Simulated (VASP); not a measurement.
A run of VASP 6.6.1:

INCAR

```
  PREC = Accurate
  ENCUT = 600
  EDIFF = 1E-6
  ISMEAR = 0
  SIGMA = 0.2
  LREAL = False
  LASPH = True
  NELM = 120
  ALGO = Normal
  ISIF = 2
  LWAVE = False
  LCHARG = True
  GGA = PE
  LELF = True
  LVHAR = True
  NBANDS = 38
  GGA_COMPAT = False
```

The input KPOINTS:

```
Automatic mesh
0
Gamma
  6 6 2
```

POSCAR

```
Be4ZnTe
1.0
    3.7714573132      0.0000000000      0.0000000000
   -1.8857286566      3.2661778425      0.0000000000
    0.0000000000      0.0000000000     14.2924612753
Be Zn Te
8 2 2
Direct
    0.0020036244      0.3338713921      0.2916941588
    0.0020036244      0.3338713921      0.7916941588
    0.3333333333      0.6666666667      0.4246227189
    0.3333333333      0.6666666667      0.9246227189
    0.6661286079      0.6681322323      0.2916941588
    0.6661286079      0.6681322323      0.7916941588
    0.3318677677      0.9979963756      0.2916941588
    0.3318677677      0.9979963756      0.7916941588
    0.6666666667      0.3333333333      0.1492851540
    0.6666666667      0.3333333333      0.6492851540
    0.0000000000      1.0000000000      0.0060096506
    0.0000000000      0.0000000000      0.5060096506
```

Potentials or basis: VASP PAW PBE potentials, release 64 (Be, Zn, Te).

Command:

```console
$ cat potpaw_PBE.64/Be/POTCAR potpaw_PBE.64/Zn/POTCAR potpaw_PBE.64/Te/POTCAR > POTCAR
$ mpirun -np 1 vasp_std > vasp.out
```

Hardware: 1 thread of AMD EPYC 9R45 (Zen 5), with other jobs on the host.

Problem. Estimate the wall time of this run.

Solution. Wall time 88 s on 1 thread of AMD EPYC 9R45 (Zen 5), with other jobs on the host, peak memory 0.34 GiB. Counts: scf iterations 14, k points 16.
